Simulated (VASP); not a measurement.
Runs of VASP 6.6.1 on B4Ru. The structure is that of space group Pm-3m (No. 221), or close to it. The cells are those of the table. 

```csv
task,cell,k mesh,cutoff (eV),gap on the mesh (eV),pressure (GPa)
single point,"a = 3.794 Å, 5 atoms",4 × 4 × 4,520,none,-32.9
single point,"a = 3.468 Å, 5 atoms",4 × 4 × 4,520,none,-0.3
single point,"a = 3.462 Å, 5 atoms",12 × 12 × 12,520,none,0.0
relaxation of cell and atoms,"relaxed from a = 3.461 Å, 5 atoms",12 × 12 × 12,600,none,0.1
relaxation of cell and atoms,"relaxed from a = 3.468 Å, 5 atoms",6 × 6 × 6,600,none,0.7
single point,"a = 3.461 Å, 5 atoms",6 × 6 × 6,520,none,(a)
relaxation of cell and atoms,"relaxed from a = 3.794 Å, 5 atoms",4 × 4 × 4,600,none,0.4
```

Alike in all rows: level PBE; potentials or basis VASP PAW PBE potentials, release 64 (B, Ru_pv); no spin polarisation; smearing gaussian 0.1 eV.

Estimate the missing entries.

(a) -0.1.

Caveats: some runs use coarse meshes; the relaxation stopped at its first step, so nothing moved (some runs).

A k mesh can miss the band edges, and the runs leave out spin-orbit coupling on Ru.

A gap of «none» marks levels without a gap at the run's occupations.
